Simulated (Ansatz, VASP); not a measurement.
One calculation of Hf4Si, two programs

```
CELL_PARAMETERS angstrom
-3.48775 3.48775 2.09551
3.48775 -3.48775 2.09551
3.48775 3.48775 -2.09551
ATOMIC_POSITIONS crystal
Hf 0.20230 0.39122 0.59352
Hf 0.39122 0.79770 0.18891
Hf 0.60878 0.20230 0.81109
Hf 0.79770 0.60878 0.40648
Si 0.00000 0.00000 0.00000
```

Alike in both runs: functional PBE; k mesh 5 × 5 × 5; occupations gaussian, width 0.2 eV; no spin polarisation.

Ansatz relaxed the structure, and its values are those at the end. VASP's run is a single point on that final structure, the one shown.

|  | VASP | Ansatz |
| --- | --- | --- |
| version | VASP 6.6.1 | Ansatz 0.2.0 |
| potentials or method | VASP PAW PBE potentials, release 64 (Hf_pv, Si), cutoff 520 eV | scalar-relativistic, plane waves, PAW |
| valence electrons in the cell | 44 | 108 |

|  | VASP | Ansatz | Ansatz less VASP |
| --- | --- | --- | --- |
| gap on the k mesh at the Fermi level (eV) | none | none | - |
| pressure (GPa) | -0.6 | -0.2 | +0.40 |
| rms of the force components (eV/Å) | 0.030 | 0.026 | -0.0037 |

A gap of «none» marks a metal or a gap that the smearing closes. VASP's potentials hold 44 valence electrons a cell and Ansatz's 108, so a difference there can come from the potentials and not from the codes.

Neither program's run includes spin-orbit coupling.
